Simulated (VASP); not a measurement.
A run of VASP 6.6.1:

File INCAR:

```
SYSTEM = Mo
PREC = Accurate
ENCUT = 520
EDIFF = 1E-6
ISMEAR = 0
SIGMA = 0.1
LREAL = .False.
LASPH = .True.
NELM = 80
ALGO = Normal
ISIF = 2
LWAVE = .False.
LCHARG = .False.
GGA = PS
NBANDS = 13
```

Contents of KPOINTS:

```
regular mesh
0
Gamma
  18 18 18
  0 0 0
```

File POSCAR:

```
Mo
1.0
   -1.5556700721      1.5556700721      1.5556700721
    1.5556700721     -1.5556700721      1.5556700721
    1.5556700721      1.5556700721     -1.5556700721
Mo
1
Direct
    0.0000000000      0.0000000000      0.0000000000
```

Potentials or basis: VASP PAW PBE potentials, release 64 (Mo_sv).

Launch:

```bash
$ cat potpaw_PBE.64/Mo_sv/POTCAR > POTCAR
$ mpirun -np 1 vasp_std > vasp.out
```

Hardware: 1 thread of Intel(R) Xeon(R) 6975P-C (Granite Rapids) (shared host).

Task: How long does it take, and how much memory?

Result: Run time: 9.9 s on 1 thread of Intel(R) Xeon(R) 6975P-C (Granite Rapids), with other jobs on the host, peak memory 0.14 GiB. Counts: scf iterations 11, k points 195.
